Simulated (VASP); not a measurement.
# AlRu (P4/mmm) in VASP: notebook

The runs below take AlRu through single point, with LDA.

All numbers are computed with VASP 6.6.1; they aren't measurements. Logs are shortened: lines on timing, memory, paths and dates and some standing lists are left out, and cuts for length are marked.

### Step 1. The cell of the first run

The structure is tetragonal, space group P4/mmm (No. 123). Conventional cell: a = 2.992 Å, b = 2.992 Å, c = 2.872 Å, α = 90.00°, β = 90.00°, γ = 90.00°. Within 3.4 Å of Al (site symmetry 4/mmm) lie 8 Ru at 2.56 Å and 6 Al at 2.87 to 2.99 Å. Within 3.4 Å of Ru (site symmetry 4/mmm) lie 8 Al at 2.56 Å and 6 Ru at 2.87 to 2.99 Å.

### Step 2. Single point, LDA (strain -0.0400 x Voigt [1, 0, 0, 0, 0, 0])

Input file INCAR:

```
  ALGO = Fast
  EDIFF = 1E-6
  ENCUT = 520
  GGA = CA
  ISIF = 2
  ISMEAR = 0
  LASPH = T
  LCHARG = T
  LELF = T
  LREAL = F
  LVHAR = T
  LWAVE = F
  NBANDS = 16
  NELM = 100
  PREC = Accurate
  SIGMA = 0.15
```

Input file KPOINTS:

```
k-points
0
Gamma
  16 16 16
```

Input file POSCAR:

```
AlRu
1.0
    2.8719360000      0.0000000000      0.0000000000
    0.0000000000      2.9916000000      0.0000000000
    0.0000000000      0.0000000000      2.9916000000
Al Ru
1 1
Direct
    0.0000000000      0.0000000000      0.0000000000
    0.5000000000      0.5000000000      0.5000000000
```

Potentials or basis: VASP PAW LDA potentials, release 64 (Al, Ru_pv).

Launch:

```
$ cat potpaw_LDA.64/Al/POTCAR potpaw_LDA.64/Ru_pv/POTCAR > POTCAR
$ mpirun -np 1 vasp_std > vasp.out
```

OUTCAR:

```text
EDIFF = 1E-6
   ENCUT = 520
   GGA = CA
   ISIF = 2
   ISMEAR = 0
   LASPH = T
   LREAL = F
   NELM = 100
   PREC = Accurate

 ion  position               nearest neighbor table
   1  0.000  0.000  0.000-   2 2.56   2 2.56   2 2.56   2 2.56   2 2.56   2 2.56   2 2.56   2 2.56

   2  0.500  0.500  0.500-   1 2.56   1 2.56   1 2.56   1 2.56   1 2.56   1 2.56   1 2.56   1 2.56

  LATTYP: Found a simple tetragonal cell.
 ALAT       =     2.9916000000
 C/A-ratio  =     0.9600000000

  Lattice vectors:

 A1 = (   0.0000000000,   2.9916000000,   0.0000000000)
 A2 = (   0.0000000000,   0.0000000000,   2.9916000000)
 A3 = (   2.8719360000,   0.0000000000,   0.0000000000)

Analysis of symmetry for initial positions (statically):
=====================================================================
 Subroutine PRICEL returns:
 Original cell was already a primitive cell.

 Routine SETGRP: Setting up the symmetry group for a
 simple tetragonal supercell.

 Subroutine GETGRP returns: Found 16 space group operations
 (whereof 16 operations were pure point group operations)
 out of a pool of 16 trial point group operations.

The static configuration has the point symmetry D_4h.

Analysis of symmetry for dynamics (positions and initial velocities):
=====================================================================
 Subroutine PRICEL returns:
 Original cell was already a primitive cell.

 Routine SETGRP: Setting up the symmetry group for a
 simple tetragonal supercell.

 Subroutine GETGRP returns: Found 16 space group operations
 (whereof 16 operations were pure point group operations)
 out of a pool of 16 trial point group operations.

The dynamic configuration has the point symmetry D_4h.

 Subroutine INISYM returns: Found 16 space group operations
 (whereof 16 operations are pure point group operations),
 and found     1 'primitive' translations

----------------------------------------------------------------------------------------

                                     Primitive cell

  volume of cell :      25.7029

  direct lattice vectors                    reciprocal lattice vectors
     2.871936000  0.000000000  0.000000000     0.348197174  0.000000000  0.000000000
     0.000000000  2.991600000  0.000000000     0.000000000  0.334269287  0.000000000
     0.000000000  0.000000000  2.991600000     0.000000000  0.000000000  0.334269287

  length of vectors
     2.871936000  2.991600000  2.991600000     0.348197174  0.334269287  0.334269287

  position of ions in fractional coordinates (direct lattice)
     0.000000000  0.000000000  0.000000000
     0.500000000  0.500000000  0.500000000

  ion indices of the primitive-cell ions
   primitive index   ion index
                 1           1
                 2           2

----------------------------------------------------------------------------------------

 KPOINTS: k-points

Automatic generation of k-mesh.
 Grid dimensions read from file:
 generate k-points for:   16   16   16

 Generating k-lattice:

  Cartesian coordinates                     Fractional coordinates (reciprocal lattice)
     0.021762323  0.000000000  0.000000000     0.062500000  0.000000000  0.000000000
     0.000000000  0.020891830  0.000000000     0.000000000  0.062500000  0.000000000
     0.000000000  0.000000000  0.020891830     0.000000000  0.000000000  0.062500000

  Length of vectors
     0.021762323  0.020891830  0.020891830

  Shift w.r.t. Gamma in fractional coordinates (k-lattice)
     0.000000000  0.000000000  0.000000000

 Subroutine IBZKPT returns following result:
 ===========================================

 Found    405 irreducible k-points:

 Following reciprocal coordinates:
            Coordinates               Weight
  0.000000  0.000000  0.000000      1.000000
  0.062500  0.000000  0.000000      2.000000
  0.125000  0.000000  0.000000      2.000000
  0.187500  0.000000  0.000000      2.000000
  0.250000  0.000000  0.000000      2.000000
  0.312500  0.000000  0.000000      2.000000
[... 16 lines left out ...]
  0.250000  0.125000  0.000000      8.000000
  0.312500  0.125000  0.000000      8.000000
 [... further k-points ...]
   k-points           NKPTS =    405   k-points in BZ     NKDIM =    405   number of bands    NBANDS=     16
   number of dos      NEDOS =    301   number of ions     NIONS =      2
   total plane-waves  NPLWV =  13824
   dimension x,y,z NGX =    24 NGY =   24 NGZ =   24
   dimension x,y,z NGXF=    48 NGYF=   48 NGZF=   48
   ions per type =               1   1
   NGX,Y,Z   is equivalent  to a cutoff of  13.89, 13.34, 13.34 a.u.
   NGXF,Y,Z  is equivalent  to a cutoff of  27.79, 26.67, 26.67 a.u.
 SYSTEM =  unknown system
   PREC   = accura    normal or accurate (medium, high low for compatibility)
   ISTART =      0    job   : 0-new  1-cont  2-samecut
   ICHARG =      2    charge: 1-file 2-atom 10-const
   ISPIN  =      1    spin polarized calculation?
   LNONCOLLINEAR =      F non collinear calculations
   LSORBIT =      F    spin-orbit coupling
   LASPH  =      T    aspherical Exc in radial PAW
   ENCUT  =  520.0 eV  38.22 Ry    6.18 a.u.   5.34  5.56  5.56*2*pi/ulx,y,z
   NELM   =    100;   NELMIN=  2; NELMDL= -5     # of ELM steps
   EDIFF  = 0.1E-05   stopping-criterion for ELM
   LREAL  =      F    real-space projection
   EDIFFG = 0.1E-04   stopping-criterion for IOM
   NSW    =      0    number of steps for IOM
   IBRION =     -1    ionic relax: 0-MD 1-quasi-New 2-CG
   NFREE  =      0    steps in history (QN), initial steepest desc. (CG)
   ISIF   =      2    stress and relaxation
   ISYM   =      2    0-nonsym 1-usesym 2-fastsym
   POTIM  = 0.5000    time-step for ionic-motion
   TEBEG  =    0.0;   TEEND  =   0.0 temperature during run
   PSTRESS=    0.0 pullay stress
   NELECT =      17.0000    total number of electrons
   NUPDOWN=      -1.0000    fix difference up-down
   EMIN   =  10.00;   EMAX   =-10.00  energy-range for DOS
   EFERMI =   0.00;   METHOD = LEGACY
   ISMEAR =     0;   SIGMA  =   0.15  broadening in eV -4-tet -1-fermi 0-gaus
   EFERMI_NEDOS =   21; number of points for ismear=-14 and -15
   IALGO  =     68    algorithm
   IMIX   =      4    mixing-type and parameters
     AMIX     =   0.40;   BMIX     =  1.00
     AMIX_MAG =   1.60;   BMIX_MAG =  1.00
  volume/ion in A,a.u.               =      12.85        86.73
  Fermi-wavevector in a.u.,A,eV,Ry     =   1.426365  2.695438 27.681268  2.034516
  Thomas-Fermi vector in A             =   2.546649
   LORBIT       =      0    0 simple, 1 ext, 2 COOP (PROOUT), +10 PAW based schemes
   GGA     = CA    functional components
   LHFCALC =     F    Hartree Fock is set to
   AEXX    =    0.0000 exact exchange contribution
   IVDW    =     0    specifies the selected vdW correction
   LEPSILON=     F    determine dielectric tensor
   LRPA    =     F    only Hartree local field effects (RPA)
 non-spin polarized calculation
 RMM-DIIS sequential band-by-band and
 Gauss-broadening in eV      SIGMA  =   0.15
  energy-cutoff  :      520.00
  volume of cell :       25.70
 maximum number of plane-waves:       719
 NGX is ok and might be reduce to    24
   NGX = 11   NGY = 11   NGZ = 11

 number of electron      16.9999998 magnetization

 Free energy of the ion-electron system (eV)
  ---------------------------------------------------
  ext. energy  EPLUGINS =         0.00000000
  ---------------------------------------------------
  free energy    TOTEN  =       -16.17192519 eV

  energy without entropy =      -16.15419544  energy(sigma->0) =      -16.16306032

 E-fermi :  11.1335     XC(G=0): -13.0031

 val. band max:       11.1288483165   @ k =   0.0625   0.2500   0.1250
 cond. band min:      11.1342530551   @ k =   0.3125   0.3750   0.3125
 fundamental gap:      0.0054047386
 Fermi energy:        11.1334818908

 k-point     1 :       0.0000    0.0000    0.0000
  band No.  band energies     occupation
      1     -30.4915      2.00000
      2     -30.4915      2.00000
      3     -30.4352      2.00000
      4       1.2016      2.00000
      5       7.2726      2.00000
      6       7.2813      2.00000
[... 8 lines left out ...]
     15      22.7838      0.00000
     16      26.8607      0.00000

 k-point     2 :       0.0625    0.0000    0.0000
  band No.  band energies     occupation
      1     -30.4904      2.00000
      2     -30.4904      2.00000
      3     -30.4477      2.00000
      4       1.2833      2.00000
      5       7.3041      2.00000
      6       7.3262      2.00000
[... 8 lines left out ...]
     15      22.7846      0.00000
     16      27.1774      0.00000

 k-point     3 :       0.1250    0.0000    0.0000
  band No.  band energies     occupation
      1     -30.4872      2.00000
      2     -30.4872      2.00000
      3     -30.4831      2.00000
      4       1.5252      2.00000
      5       7.3957      2.00000
      6       7.4431      2.00000
[... 8 lines left out ...]
     15      23.1296      0.00000
     16      28.1189      0.00000

 k-point     4 :       0.1875    0.0000    0.0000
  band No.  band energies     occupation
      1     -30.5357      2.00000
      2     -30.4825      2.00000
      3     -30.4825      2.00000
      4       1.9172      2.00000
      5       7.5383      2.00000
      6       7.5755      2.00000
[... 8 lines left out ...]
     15      23.6390      0.00000
     16      29.0582      0.00000

 k-point     5 :       0.2500    0.0000    0.0000
  band No.  band energies     occupation
      1     -30.5974      2.00000
      2     -30.4769      2.00000
      3     -30.4769      2.00000
      4       2.4440      2.00000
      5       7.6221      2.00000
      6       7.7161      2.00000
[... 8 lines left out ...]
     15      24.0366      0.00000
     16      27.8982      0.00000

 k-point     6 :       0.3125    0.0000    0.0000
  band No.  band energies     occupation
      1     -30.6585      2.00000
      2     -30.4713      2.00000
      3     -30.4713      2.00000
      4       3.0856      2.00000
      5       7.4605      2.00000
      6       7.9059      2.00000
[... 8 lines left out ...]
     15      24.3586      0.00000
     16      26.7221      0.00000

 k-point     7 :       0.3750    0.0000    0.0000
  band No.  band energies     occupation
      1     -30.7099      2.00000
      2     -30.4666      2.00000
      3     -30.4666      2.00000
      4       3.8154      2.00000
      5       7.0278      2.00000
      6       8.0778      2.00000
[... 8 lines left out ...]
     15      24.6188      0.00000
     16      25.6077      0.00000

 k-point     8 :       0.4375    0.0000    0.0000
  band No.  band energies     occupation
      1     -30.7441      2.00000
      2     -30.4634      2.00000
      3     -30.4634      2.00000
      4       4.5866      2.00000
      5       6.3896      2.00000
      6       8.1992      2.00000
[... 8 lines left out ...]
     15      24.6546      0.00000
     16      24.8023      0.00000

 k-point     9 :       0.5000    0.0000    0.0000
  band No.  band energies     occupation
      1     -30.7561      2.00000
      2     -30.4623      2.00000
      3     -30.4623      2.00000
      4       5.1281      2.00000
      5       5.8823      2.00000
      6       8.2432      2.00000
[... 8 lines left out ...]
     15      24.1933      0.00000
     16      24.8774      0.00000
[... 172 lines left out ...]
 k-point    19 :       0.0000    0.1250    0.0000
  band No.  band energies     occupation
      1     -30.5239      2.00000
      2     -30.4888      2.00000
      3     -30.4326      2.00000
      4       1.5035      2.00000
      5       7.3582      2.00000
      6       7.3808      2.00000
[... 8 lines left out ...]
     15      23.3408      0.00000
     16      27.6672      0.00000

 k-point    20 :       0.0625    0.1250    0.0000
  band No.  band energies     occupation
      1     -30.5228      2.00000
      2     -30.4877      2.00000
      3     -30.4450      2.00000
      4       1.5834      2.00000
      5       7.3954      2.00000
      6       7.4231      2.00000
[... 8 lines left out ...]
     15      23.4307      0.00000
     16      27.8936      0.00000

 k-point    21 :       0.1250    0.1250    0.0000
  band No.  band energies     occupation
      1     -30.5195      2.00000
      2     -30.4845      2.00000
      3     -30.4802      2.00000
      4       1.8195      2.00000
      5       7.4821      2.00000
      6       7.5540      2.00000
[... 8 lines left out ...]
     15      23.8428      0.00000
     16      28.5416      0.00000

 k-point    22 :       0.1875    0.1250    0.0000
  band No.  band energies     occupation
      1     -30.5329      2.00000
      2     -30.5141      2.00000
      3     -30.4797      2.00000
      4       2.2011      2.00000
      5       7.6015      2.00000
      6       7.7195      2.00000
[... 8 lines left out ...]
     15      24.4627      0.00000
     16      28.1295      0.00000

 k-point    23 :       0.2500    0.1250    0.0000
  band No.  band energies     occupation
      1     -30.5940      2.00000
      2     -30.5084      2.00000
      3     -30.4742      2.00000
      4       2.7122      2.00000
      5       7.6708      2.00000
      6       7.8661      2.00000
[... 8 lines left out ...]
     15      25.0738      0.00000
     16      26.9465      0.00000

 k-point    24 :       0.3125    0.1250    0.0000
  band No.  band energies     occupation
      1     -30.6548      2.00000
      2     -30.5025      2.00000
      3     -30.4686      2.00000
      4       3.3324      2.00000
      5       7.4853      2.00000
      6       8.0360      2.00000
[... 8 lines left out ...]
     15      25.5858      0.00000
     16      25.7407      0.00000

 [... further k-points ...]

------------------------ aborting loop because EDIFF is reached ----------------------------------------

  FORCE on cell =-STRESS in cart. coord.  units (eV):
  Direction    XX          YY          ZZ          XY          YZ          ZX
  --------------------------------------------------------------------------------------
  -------------------------------------------------------------------------------------
  Total        1.0809491     -0.2044562     -0.2044562      0.0000000      0.0000000      0.0000000
  in kB       67.3804698    -12.7446844    -12.7446844      0.0000000      0.0000000      0.0000000
  external PRESSURE =      13.9637003 kB  Pullay stress =       0.0000000 kB

 VOLUME and BASIS-vectors are now :
 -----------------------------------------------------------------------------
  energy-cutoff  :      520.00
  volume of cell :       25.70
      direct lattice vectors                 reciprocal lattice vectors
     2.871936000  0.000000000  0.000000000     0.348197174  0.000000000  0.000000000
     0.000000000  2.991600000  0.000000000     0.000000000  0.334269287  0.000000000
     0.000000000  0.000000000  2.991600000     0.000000000  0.000000000  0.334269287

 POSITION                                       TOTAL-FORCE (eV/Angst)
 -----------------------------------------------------------------------------------
      0.00000      0.00000      0.00000         0.000000      0.000000      0.000000
      1.43597      1.49580      1.49580         0.000000      0.000000      0.000000
 -----------------------------------------------------------------------------------
    total drift:                                0.000000     -0.000000     -0.000000

  FREE ENERGIE OF THE ION-ELECTRON SYSTEM (eV)
  ---------------------------------------------------
  free  energy   TOTEN  =       -16.1719251943 eV

  energy  without entropy=      -16.1541954449  energy(sigma->0) =      -16.16306032
```

Wall time 99 s (1 thread of Intel Xeon 8259CL, shared host); peak memory 0.26 GiB.

Results:

- Free energy: -16.1719 eV
- Pressure: 1.4 GPa
- Band gap on the k mesh: zero (an odd number of electrons rules out a gap without spin polarisation)

Levels at points of the mesh, in eV from the Fermi level:
| k point | band 7 | band 8 | band 9 | band 10 | band 11 | band 12 |
| --- | --- | --- | --- | --- | --- | --- |
| (0.00, 0.00, 0.00) | -0.01 | 0.28 | 0.28 | 5.77 | 5.77 | 7.07 |
| (0.50, 0.00, 0.00) | -1.91 | -1.91 | 0.33 | 2.89 | 7.42 | 10.82 |
| (0.00, 0.50, 0.00) | -1.88 | -1.37 | 0.52 | 2.15 | 7.43 | 10.80 |
| (0.50, 0.50, 0.00) | -1.46 | -1.32 | -1.16 | 1.66 | 5.75 | 6.70 |
| (0.00, 0.50, 0.50) | -1.55 | -1.00 | -1.00 | 1.40 | 5.11 | 6.43 |
| (0.50, 0.50, 0.50) | 1.54 | 1.84 | 2.71 | 4.11 | 4.11 | 4.39 |

Caveat: the cell differs from its parent crystal (strain -0.0400 x Voigt [1, 0, 0, 0, 0, 0]).

### Step 3. Single point, LDA (strain -0.0300 x Voigt [1, 0, 0, 0, 0, 0])

Input file INCAR:

```
ALGO = Fast
EDIFF = 1E-7
ENCUT = 520
ISIF = 2
ISMEAR = 0
LASPH = T
LCHARG = T
LELF = T
LREAL = F
LVHAR = T
LWAVE = F
NBANDS = 16
NELM = 100
PREC = Accurate
SIGMA = 0.15
```

KPOINTS is that of step 2.

POSCAR: that of step 2 with these lines changed.

```diff
@@ -2,3 +2,3 @@
 1.0
-    2.8719360000      0.0000000000      0.0000000000
+    2.9018520000      0.0000000000      0.0000000000
     0.0000000000      2.9916000000      0.0000000000
```

Potentials or basis: VASP PAW LDA potentials, release 64 (Al, Ru_pv).

Launch:

```
$ cat potpaw_LDA.64/Al/POTCAR potpaw_LDA.64/Ru_pv/POTCAR > POTCAR
$ mpirun -np 1 vasp_std > vasp.out
```

It took 1.8 min on 1 thread of Intel Xeon 8259CL, shared host; peak memory 0.27 GiB.

The run converged. Its results:

| Item | Value |
| --- | --- |
| Free energy | -16.1801 eV |
| Pressure | -1.0 GPa |
| Band gap on the k mesh | zero (an odd number of electrons rules out a gap without spin polarisation) |

Stress tensor (GPa, compression positive):
```
 2.80  0.00  0.00
 0.00 -2.92  0.00
 0.00  0.00 -2.92
```

Levels at points of the mesh, in eV from the Fermi level:
```
           k point  band 6  band 7  band 8  band 9  band 10  band 11  band 12  band 13
(0.00, 0.00, 0.00)   -3.79    0.04    0.25    0.25     5.83     5.83     6.79    11.08
(0.50, 0.00, 0.00)   -2.87   -1.83   -1.83    0.36     2.72     7.44    10.86    10.86
(0.00, 0.50, 0.00)   -3.01   -1.81   -1.44    0.50     2.17     7.45    10.85    11.66
(0.50, 0.50, 0.00)   -1.43   -1.40   -1.29   -1.21     1.62     5.62     6.57    10.45
(0.00, 0.50, 0.50)   -1.50   -1.50   -1.05   -1.05     1.43     5.15     6.38    11.18
(0.50, 0.50, 0.50)   -4.78    1.55    1.78    2.65     4.12     4.12     4.32     8.54
```

Caveat: the cell differs from its parent crystal (strain -0.0300 x Voigt [1, 0, 0, 0, 0, 0]).
